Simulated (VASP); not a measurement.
# Br (Cmce) in VASP: density of states with PBE

Aim: the density of states of Br with PBE.

All numbers are computed with VASP 6.6.1; they aren't measurements. Logs are shortened: lines on timing, memory, paths and dates and some standing lists are left out, and cuts for length are marked.

## 1. The cell of the first run

It takes space group Cmce (No. 64, orthorhombic). Conventional cell: a = 6.708 Å, b = 4.799 Å, c = 8.756 Å, α = 90.00°, β = 90.00°, γ = 90.00°. Br (site symmetry m) has 1 Br at 2.15 Å within 2.8 Å.

## 2. Density of states, PBE

The input, POSCAR:

```
Br
1.0
    3.3540490000      2.3995580000      0.0000000000
    3.3540490000     -2.3995580000      0.0000000000
    0.0000000000      0.0000000000     -8.7557200000
Br
4
Direct
    0.1300000000      0.8700000000      0.9000000000
    0.3700000000      0.6300000000      0.4000000000
    0.8700000000      0.1300000000      0.1000000000
    0.6300000000      0.3700000000      0.6000000000
```

The input, INCAR.step1:

```
PREC = Accurate
ENCUT = 520
EDIFF = 1E-6
ISMEAR = 1
SIGMA = 0.0394
LREAL = F
LASPH = T
NELM = 80
ALGO = Normal
ISIF = 2
LWAVE = F
LCHARG = T
GGA = PE
NBANDS = 22
```

The input, KPOINTS.step1:

```
Automatic mesh
0
Gamma
  7 7 3
```

The input, INCAR.step2:

```
PREC = Accurate
ENCUT = 520
EDIFF = 1E-6
ISMEAR = -5
SIGMA = 0.0394
LREAL = F
LASPH = T
NELM = 80
ALGO = Normal
ISIF = 2
LWAVE = F
LCHARG = F
GGA = PE
LORBIT = 11
NBANDS = 22
NEDOS = 1001
ICHARG = 11
```

The input, KPOINTS.step2:

```
Automatic mesh
0
Gamma
  11 11 5
```

Potentials or basis: VASP PAW PBE potentials, release 64 (Br).

Started as:

```bash
> cat potpaw_PBE.64/Br/POTCAR > POTCAR
> cp INCAR.step1 INCAR
> cp KPOINTS.step1 KPOINTS
> mpirun -np 1 vasp_std > vasp.out
> cp INCAR.step2 INCAR
> cp KPOINTS.step2 KPOINTS
> mpirun -np 1 vasp_std > vasp.out
```

OUTCAR:

```text
PREC = Accurate
   ENCUT = 520
   EDIFF = 1E-6
   ISMEAR = -5
   LREAL = F
   LASPH = T
   NELM = 80
   ISIF = 2
   GGA = PE
   LORBIT = 11
   ICHARG = 11

 ion  position               nearest neighbor table
   1  0.130  0.870  0.900-   3 2.15
   2  0.370  0.630  0.400-   4 2.15
   3  0.870  0.130  0.100-   1 2.15
   4  0.630  0.370  0.600-   2 2.15

  LATTYP: Found a base centered orthorhombic cell.
 ALAT       =     4.7991160000
 B/A-ratio  =     1.3977778408
 C/A-ratio  =     1.8244443352

  Lattice vectors:

 A1 = (  -3.3540490000,   2.3995580000,   0.0000000000)
 A2 = (   3.3540490000,   2.3995580000,   0.0000000000)
 A3 = (   0.0000000000,   0.0000000000,  -8.7557200000)

Analysis of symmetry for initial positions (statically):
=====================================================================
 Subroutine PRICEL returns:
 Original cell was already a primitive cell.

 Routine SETGRP: Setting up the symmetry group for a
 base centered orthorhombic supercell.

 Subroutine GETGRP returns: Found  8 space group operations
 (whereof  4 operations were pure point group operations)
 out of a pool of  8 trial point group operations.

The static configuration has the point symmetry C_2h.
 The point group associated with its full space group is D_2h.

Analysis of symmetry for dynamics (positions and initial velocities):
=====================================================================
 Subroutine PRICEL returns:
 Original cell was already a primitive cell.

 Routine SETGRP: Setting up the symmetry group for a
 base centered orthorhombic supercell.

 Subroutine GETGRP returns: Found  8 space group operations
 (whereof  4 operations were pure point group operations)
 out of a pool of  8 trial point group operations.

The dynamic configuration has the point symmetry C_2h.
 The point group associated with its full space group is D_2h.

 Subroutine INISYM returns: Found  8 space group operations
 (whereof  4 operations are pure point group operations),
 and found     1 'primitive' translations

----------------------------------------------------------------------------------------

                                     Primitive cell

  volume of cell :     140.9362

  direct lattice vectors                    reciprocal lattice vectors
     3.354049000  2.399558000  0.000000000     0.149073553  0.208371708  0.000000000
     3.354049000 -2.399558000  0.000000000     0.149073553 -0.208371708  0.000000000
     0.000000000  0.000000000 -8.755720000     0.000000000  0.000000000 -0.114211053

  length of vectors
     4.124017858  4.124017858  8.755720000     0.256206348  0.256206348  0.114211053

  position of ions in fractional coordinates (direct lattice)
     0.130000000  0.870000000  0.900000000
     0.370000000  0.630000000  0.400000000
     0.870000000  0.130000000  0.100000000
     0.630000000  0.370000000  0.600000000

  ion indices of the primitive-cell ions
   primitive index   ion index
                 1           1
                 2           2
                 3           3
                 4           4

----------------------------------------------------------------------------------------

 KPOINTS: Automatic mesh

Automatic generation of k-mesh.
 Grid dimensions read from file:
 generate k-points for:   11   11    5

 Generating k-lattice:

  Cartesian coordinates                     Fractional coordinates (reciprocal lattice)
     0.013552141  0.018942883  0.000000000     0.090909091 -0.000000000  0.000000000
     0.013552141 -0.018942883  0.000000000    -0.000000000  0.090909091  0.000000000
     0.000000000  0.000000000 -0.022842211     0.000000000  0.000000000  0.200000000

  Length of vectors
     0.023291486  0.023291486  0.022842211

  Shift w.r.t. Gamma in fractional coordinates (k-lattice)
     0.000000000  0.000000000  0.000000000

 TETIRR: Found    912 inequivalent tetrahedra from     3630

 Subroutine IBZKPT returns following result:
 ===========================================

 Found    108 irreducible k-points:

 Following reciprocal coordinates:
            Coordinates               Weight
  0.000000  0.000000  0.000000      1.000000
  0.090909 -0.000000  0.000000      4.000000
  0.181818 -0.000000  0.000000      4.000000
  0.272727 -0.000000  0.000000      4.000000
  0.363636 -0.000000  0.000000      4.000000
  0.454545 -0.000000  0.000000      4.000000
[... 16 lines left out ...]
 -0.272727  0.181818  0.000000      4.000000
 -0.181818  0.181818  0.000000      2.000000
 [... further k-points ...]
   k-points           NKPTS =    108   k-points in BZ     NKDIM =    108   number of bands    NBANDS=     22
   number of dos      NEDOS =   1001   number of ions     NIONS =      4
   total plane-waves  NPLWV =  71680
   dimension x,y,z NGX =    32 NGY =   32 NGZ =   70
   dimension x,y,z NGXF=    64 NGYF=   64 NGZF=  140
   ions per type =               4
   NGX,Y,Z   is equivalent  to a cutoff of  12.90, 12.90, 13.29 a.u.
   NGXF,Y,Z  is equivalent  to a cutoff of  25.80, 25.80, 26.58 a.u.
 SYSTEM =  unknown system
   PREC   = accura    normal or accurate (medium, high low for compatibility)
   ISTART =      0    job   : 0-new  1-cont  2-samecut
   ICHARG =     11    charge: 1-file 2-atom 10-const
   ISPIN  =      1    spin polarized calculation?
   LNONCOLLINEAR =      F non collinear calculations
   LSORBIT =      F    spin-orbit coupling
   LASPH  =      T    aspherical Exc in radial PAW
   ENCUT  =  520.0 eV  38.22 Ry    6.18 a.u.   7.67  7.67 16.28*2*pi/ulx,y,z
   NELM   =     80;   NELMIN=  2; NELMDL=  0     # of ELM steps
   EDIFF  = 0.1E-05   stopping-criterion for ELM
   LREAL  =      F    real-space projection
   EDIFFG = 0.1E-04   stopping-criterion for IOM
   NSW    =      0    number of steps for IOM
   IBRION =     -1    ionic relax: 0-MD 1-quasi-New 2-CG
   NFREE  =      0    steps in history (QN), initial steepest desc. (CG)
   ISIF   =      2    stress and relaxation
   ISYM   =      2    0-nonsym 1-usesym 2-fastsym
   POTIM  = 0.5000    time-step for ionic-motion
   TEBEG  =    0.0;   TEEND  =   0.0 temperature during run
   PSTRESS=    0.0 pullay stress
   NELECT =      28.0000    total number of electrons
   NUPDOWN=      -1.0000    fix difference up-down
   EMIN   =  10.00;   EMAX   =-10.00  energy-range for DOS
   EFERMI =   0.00;   METHOD = LEGACY
   ISMEAR =    -5;   SIGMA  =   0.04  broadening in eV -4-tet -1-fermi 0-gaus
   EFERMI_NEDOS =   21; number of points for ismear=-14 and -15
   IALGO  =     38    algorithm
   IMIX   =      4    mixing-type and parameters
     AMIX     =   0.40;   BMIX     =  1.00
     AMIX_MAG =   1.60;   BMIX_MAG =  1.00
  volume/ion in A,a.u.               =      35.23       237.77
  Fermi-wavevector in a.u.,A,eV,Ry     =   0.955257  1.805173 12.415520  0.912515
  Thomas-Fermi vector in A             =   2.084078
   LORBIT       =     11    0 simple, 1 ext, 2 COOP (PROOUT), +10 PAW based schemes
   GGA     = PE    functional components
   LHFCALC =     F    Hartree Fock is set to
   AEXX    =    0.0000 exact exchange contribution
   IVDW    =     0    specifies the selected vdW correction
   LEPSILON=     F    determine dielectric tensor
   LRPA    =     F    only Hartree local field effects (RPA)
 non-spin polarized calculation
 Fermi weights with tetrahedron method with Bloechl corrections
  energy-cutoff  :      520.00
  volume of cell :      140.94
 maximum number of plane-waves:      3821

 number of electron      27.9999994 magnetization

 Free energy of the ion-electron system (eV)
  ---------------------------------------------------
  ext. energy  EPLUGINS =         0.00000000
  ---------------------------------------------------
  free energy    TOTEN  =        -5.80257474 eV

  energy without entropy =       -5.80257474  energy(sigma->0) =       -5.80257474

 E-fermi :  -0.3775     XC(G=0):  -7.6338

 val. band max:       -0.3815436075   @ k =  -0.4545   0.4545   0.0000
 cond. band min:       2.0337908890   @ k =  -0.0909   0.0909   0.0000
 fundamental gap:      2.4153344966
 Fermi energy:        -0.3774695626

 k-point     1 :       0.0000    0.0000    0.0000
  band No.  band energies     occupation
      1     -17.0888      2.00000
      2     -16.9188      2.00000
      3     -13.2208      2.00000
      4     -12.7536      2.00000
      5      -5.6459      2.00000
      6      -4.8347      2.00000
[... 14 lines left out ...]
     21       8.6104      0.00000
     22       8.6512      0.00000

 k-point     2 :       0.0909   -0.0000    0.0000
  band No.  band energies     occupation
      1     -17.0764      2.00000
      2     -16.9128      2.00000
      3     -13.2127      2.00000
      4     -12.7656      2.00000
      5      -5.6455      2.00000
      6      -4.8532      2.00000
[... 14 lines left out ...]
     21       8.5087      0.00000
     22       8.6970      0.00000

 k-point     3 :       0.1818   -0.0000    0.0000
  band No.  band energies     occupation
      1     -17.0420      2.00000
      2     -16.8972      2.00000
      3     -13.1894      2.00000
      4     -12.8002      2.00000
      5      -5.6416      2.00000
      6      -4.9115      2.00000
[... 14 lines left out ...]
     21       8.2533      0.00000
     22       9.0054      0.00000
[... 476 lines left out ...]
 k-point    23 :      -0.2727    0.1818    0.0000
  band No.  band energies     occupation
      1     -16.9206      2.00000
      2     -16.8730      2.00000
      3     -13.0814      2.00000
      4     -12.9536      2.00000
      5      -5.5504      2.00000
      6      -5.2100      2.00000
[... 14 lines left out ...]
     21       9.1324      0.00000
     22       9.2279      0.00000

 k-point    24 :      -0.1818    0.1818    0.0000
  band No.  band energies     occupation
      1     -16.9703      2.00000
      2     -16.8817      2.00000
      3     -13.1329      2.00000
      4     -12.8987      2.00000
      5      -5.6149      2.00000
      6      -5.0821      2.00000
[... 14 lines left out ...]
     21       8.8118      0.00000
     22       8.8159      0.00000

 [... further k-points ...]

------------------------ aborting loop because EDIFF is reached ----------------------------------------

  FORCE on cell =-STRESS in cart. coord.  units (eV):
  Direction    XX          YY          ZZ          XY          YZ          ZX
  --------------------------------------------------------------------------------------
  -------------------------------------------------------------------------------------
  Total        0.7471418      5.2169330      9.9906691      0.0000000      0.0000000      0.0000000
  in kB        8.4935862     59.3066413    113.5749727      0.0000000      0.0000000      0.0000000
  external PRESSURE =      60.4584001 kB  Pullay stress =       0.0000000 kB

 VOLUME and BASIS-vectors are now :
 -----------------------------------------------------------------------------
  energy-cutoff  :      520.00
  volume of cell :      140.94
      direct lattice vectors                 reciprocal lattice vectors
     3.354049000  2.399558000  0.000000000     0.149073553  0.208371708  0.000000000
     3.354049000 -2.399558000  0.000000000     0.149073553 -0.208371708  0.000000000
     0.000000000  0.000000000 -8.755720000     0.000000000  0.000000000 -0.114211053

 POSITION                                       TOTAL-FORCE (eV/Angst)
 -----------------------------------------------------------------------------------
      3.35405     -1.77567     -7.88015         0.000000      1.956701      2.896747
      3.35405     -0.62389     -3.50229         0.000000     -1.956701      2.896747
      3.35405      1.77567     -0.87557         0.000000     -1.956701     -2.896747
      3.35405      0.62389     -5.25343         0.000000      1.956701     -2.896747
 -----------------------------------------------------------------------------------
    total drift:                                0.000000      0.000000      0.000000

  FREE ENERGIE OF THE ION-ELECTRON SYSTEM (eV)
  ---------------------------------------------------
  free  energy   TOTEN  =        -5.8025747377 eV

  energy  without entropy=       -5.8025747377  energy(sigma->0) =       -5.80257474

 total charge

# of ion       s       p       d       tot
------------------------------------------
    1        1.631   3.163   0.059   4.853
    2        1.631   3.163   0.059   4.853
    3        1.631   3.163   0.059   4.853
    4        1.631   3.163   0.059   4.853
--------------------------------------------------
tot          6.525  12.652   0.234  19.411
```

It took 2.6 min on 1 thread of Intel Xeon Platinum 8375C at 2.90GHz (Ice Lake), shared host; peak memory 0.39 GiB.

Results:

```
Valence electrons inside the program's atomic spheres : Br 4.85
```
